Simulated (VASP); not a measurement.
# TaN in VASP: notebook, part 2 of 2

VASP 6.6.1. Earlier steps stand in the parts before.

## 4. Single point, PBEsol (strain -0.025 along x and y, -0.025 along z)

Input file INCAR:

```
ALGO = Normal
EDIFF = 1E-6
ENCUT = 520
GGA = PS
ISIF = 2
ISMEAR = 0
LASPH = True
LCHARG = False
LREAL = False
LWAVE = False
NBANDS = 15
NELM = 60
PREC = Accurate
SIGMA = 0.15
```

Input file KPOINTS:

```
k-points
0
Gamma
  18 18 18
```

Input file POSCAR:

```
TaN
1.0
    0.0000000000      2.1245250000      2.1245250000
    2.1245250000      0.0000000000      2.1245250000
    2.1245250000      2.1245250000      0.0000000000
Ta N
1 1
Direct
    0.5000000000      0.5000000000      0.5000000000
    0.0000000000      0.0000000000      0.0000000000
```

Launch:

```console
$ cat potpaw_PBE.64/Ta_pv/POTCAR potpaw_PBE.64/N/POTCAR > POTCAR
$ mpirun -np 1 vasp_std > vasp.out
```

Run time: 16 s. Hardware: 1 thread of Intel Xeon 6975P-C (Granite Rapids), shared host; peak memory 0.18 GiB.

The run converged. Its results:

* Free energy: -23.0074 eV
* Pressure: 39.7 GPa
* Band gap on the k mesh: zero (band 8 reaches 12.83 eV, above the bottom of band 9 at 8.14 eV)

Levels at points of the mesh, in eV from the Fermi level:
```tsv
k point	band 4	band 5	band 6	band 7	band 8	band 9	band 10	band 11	band 12	band 13
(0.00, 0.00, 0.00)	-19.68	-4.10	-4.10	-4.10	-2.45	-2.45	-2.45	0.04	0.04	2.48
(0.50, 0.00, 0.00)	-15.91	-11.29	-8.38	-8.38	2.24	2.24	2.35	4.15	8.71	8.71
(0.50, 0.50, 0.00)	-18.40	-6.80	-6.27	-4.84	-4.84	2.44	4.18	4.18	5.74	7.98
```

Caveat: the cell differs from its parent crystal (strain -0.025 along x and y, -0.025 along z); the PAW data sets were made with another functional, which shifts forces and pressure a little; spin-orbit coupling is left out, which moves the levels of the heavy elements.

## 5. Single point, PBEsol (strain +0.025 along x and y, +0.025 along z)

Input file INCAR:

```
SYSTEM = TaN
PREC = Accurate
ENCUT = 520
EDIFF = 1E-7
ISMEAR = 0
SIGMA = 0.15
LREAL = .False.
LASPH = .True.
NELM = 100
ALGO = Normal
ISIF = 2
LWAVE = .False.
LCHARG = .False.
GGA = PS
NBANDS = 15
```

Input file KPOINTS:

```
Automatic mesh
0
Gamma
  18 18 18
  0 0 0
```

Input file POSCAR:

```
TaN
1.0
    0.0000000000      2.2334750000      2.2334750000
    2.2334750000      0.0000000000      2.2334750000
    2.2334750000      2.2334750000      0.0000000000
Ta N
1 1
Direct
    0.5000000000      0.5000000000      0.5000000000
    0.0000000000      0.0000000000      0.0000000000
```

Potentials or basis: VASP PAW PBE potentials, release 64 (Ta_pv, N).

Launch:

```console
$ cat potpaw_PBE.64/Ta_pv/POTCAR potpaw_PBE.64/N/POTCAR > POTCAR
$ mpirun -np 1 vasp_std > vasp.out
```

OUTCAR:

```text
SYSTEM = TaN
   PREC = Accurate
   ENCUT = 520
   EDIFF = 1E-7
   ISMEAR = 0
   LREAL = .False.
   LASPH = .True.
   NELM = 100
   ISIF = 2
   GGA = PS

 ion  position               nearest neighbor table
   1  0.500  0.500  0.500-   2 2.23   2 2.23   2 2.23   2 2.23   2 2.23   2 2.23
   2  0.000  0.000  0.000-   1 2.23   1 2.23   1 2.23   1 2.23   1 2.23   1 2.23

  LATTYP: Found a face centered cubic cell.
 ALAT       =     4.4669500000

  Lattice vectors:

 A1 = (   0.0000000000,   2.2334750000,   2.2334750000)
 A2 = (   2.2334750000,   0.0000000000,   2.2334750000)
 A3 = (   2.2334750000,   2.2334750000,   0.0000000000)

Analysis of symmetry for initial positions (statically):
=====================================================================
 Subroutine PRICEL returns:
 Original cell was already a primitive cell.

 Routine SETGRP: Setting up the symmetry group for a
 face centered cubic supercell.

 Subroutine GETGRP returns: Found 48 space group operations
 (whereof 48 operations were pure point group operations)
 out of a pool of 48 trial point group operations.

The static configuration has the point symmetry O_h .

Analysis of symmetry for dynamics (positions and initial velocities):
[... 165 lines left out ...]

 k-point     1 :       0.0000    0.0000    0.0000
  band No.  band energies     occupation
      1     -26.9444      2.00000
      2     -26.9444      2.00000
      3     -26.9444      2.00000
      4      -9.5676      2.00000
      5       5.1929      2.00000
      6       5.1929      2.00000
      7       5.1929      2.00000
      8       6.8503      2.00000
      9       6.8503      2.00000
     10       6.8503      2.00000
     11       8.8666      0.91062
     12       8.8666      0.91062
     13      10.0010      0.00000
     14      18.2080      0.00000
[... 401 lines left out ...]
      2     -27.0032      2.00000
      3     -26.9695      2.00000
      4      -8.3846      2.00000
      5       1.5081      2.00000
      6       2.7401      2.00000
      7       3.1134      2.00000
      8       7.9380      2.00000
      9       8.0977      2.00000
     10       8.9617      0.31274
     11      11.4589      0.00000
     12      12.9467      0.00000
     13      13.1120      0.00000
     14      20.9373      0.00000
     15      21.1314      0.00000

 [... further k-points ...]
[... 5 lines left out ...]
  --------------------------------------------------------------------------------------
  -------------------------------------------------------------------------------------
  Total       -2.5798075     -2.5798075     -2.5798075      0.0000000      0.0000000      0.0000000
  in kB     -185.4917501   -185.4917501   -185.4917501      0.0000000      0.0000000      0.0000000
  external PRESSURE =    -185.4917501 kB  Pullay stress =       0.0000000 kB

 VOLUME and BASIS-vectors are now :
 -----------------------------------------------------------------------------
  energy-cutoff  :      520.00
  volume of cell :       22.28
      direct lattice vectors                 reciprocal lattice vectors
     0.000000000  2.233475000  2.233475000    -0.223866397  0.223866397  0.223866397
     2.233475000  0.000000000  2.233475000     0.223866397 -0.223866397  0.223866397
     2.233475000  2.233475000  0.000000000     0.223866397  0.223866397 -0.223866397

 POSITION                                       TOTAL-FORCE (eV/Angst)
 -----------------------------------------------------------------------------------
      2.23347      2.23347      2.23347        -0.000000     -0.000000      0.000000
      0.00000      0.00000      0.00000         0.000000      0.000000     -0.000000
 -----------------------------------------------------------------------------------
    total drift:                                0.000000     -0.000000     -0.000000

  FREE ENERGIE OF THE ION-ELECTRON SYSTEM (eV)
  ---------------------------------------------------
  free  energy   TOTEN  =       -23.1403450833 eV

  energy  without entropy=      -23.1299647281  energy(sigma->0) =      -23.13515491
```

It took 17 s on 1 thread of Intel Xeon 6975P-C (Granite Rapids), shared host; peak memory 0.18 GiB.

What came out:

- Free energy: -23.1403 eV
- Pressure: -18.5 GPa
- Band gap on the k mesh: zero (band 8 reaches 10.62 eV, above the bottom of band 9 at 6.85 eV)

Caveat: the cell differs from its parent crystal (strain +0.025 along x and y, +0.025 along z); the PAW data sets were made with another functional, which shifts forces and pressure a little; spin-orbit coupling is left out, which moves the levels of the heavy elements.

## 6. The runs side by side

```csv
cell,gap on the mesh (eV),pressure (GPa)
"a = 3.045, b = 3.045, c = 2.927 Å, angles 61.3, 61.3, 57.5°, 2 atoms",none,47.2
"a = 2.927 Å, angles 60.0°, 2 atoms",none,87.7
"a = 3.005 Å, angles 60.0°, 2 atoms",none,39.7
"a = 3.159 Å, angles 60.0°, 2 atoms",none,-18.5
```

Alike in all rows: task single point; level PBEsol; potentials or basis VASP PAW PBE potentials, release 64 (Ta_pv, N); no spin polarisation; k mesh 18 × 18 × 18; cutoff (eV) 520; smearing gaussian 0.15 eV.

Caveats: the PAW data sets were made with another functional, which shifts forces and pressure a little; spin-orbit coupling is left out, which moves the levels of the heavy elements.

Total energies depend on the potentials used, so only differences within one code and one set of settings carry meaning.
